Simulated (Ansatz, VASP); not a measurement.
Ag in VASP and in Ansatz

The input INCAR:

```
SYSTEM = Ag
PREC = Accurate
ENCUT = 520
EDIFF = 1E-6
ISMEAR = -1
SIGMA = 0.05
LREAL = .False.
LASPH = .True.
NELM = 60
ALGO = Normal
ISIF = 2
LWAVE = .False.
LCHARG = .False.
NBANDS = 12
```

Contents of KPOINTS:

```
Automatic mesh
0
Gamma
  11 11 11
  0 0 0
```

POSCAR

```
Ag
1.0
    0.0000000000      2.0290398554      2.0290398554
    2.0290398554      0.0000000000      2.0290398554
    2.0290398554      2.0290398554      0.0000000000
Ag
1
Direct
    0.0000000000      0.0000000000      0.0000000000
```

Contents of input.yaml:

```yaml
crystal:
  lattice:
    - [0.0, 2.0290398554, 2.0290398554]
    - [2.0290398554, 0.0, 2.0290398554]
    - [2.0290398554, 2.0290398554, 0.0]
  atoms:
    - { symbol: Ag, position: [0.0, 0.0, 0.0] }
hamiltonian:
  xc: lda
  pseudopotentials: { kind: paw }
kpoints:
  mp_grid: { grid: [11, 11, 11] }
scf:
  occupations: { method: fermi_dirac, width: 0.05 }
output:
  forces: true
  stress: true
  eigenvalues: true
```

Alike in both runs: task single point; functional LDA; k mesh 11 × 11 × 11; occupations fermi-dirac, width 0.05 eV; no spin polarisation.

```csv
,VASP,Ansatz
version,VASP 6.6.1,Ansatz 0.2.0
potentials or method,"VASP PAW LDA potentials, release 64 (Ag)",Ansatz PAW
plane-wave cutoff (eV),520,420
valence electrons in the cell,11,19
```

VASP gave:

| Item | Value |
| --- | --- |
| gap on the k mesh at the Fermi level (eV) | none |
| pressure (GPa) | -5.4 |

**Question.** Estimate Ansatz's values.

**Answer.** gap on the k mesh at the Fermi level (eV): none; pressure (GPa): -5.6.

LDA's correlation is that of Perdew and Zunger in VASP and of Perdew and Wang (1992) in Ansatz. A gap of «none» marks a metal or a gap that the smearing closes. VASP's potentials hold 11 valence electrons a cell and Ansatz's 19, so a difference there can come from the potentials and not from the codes.
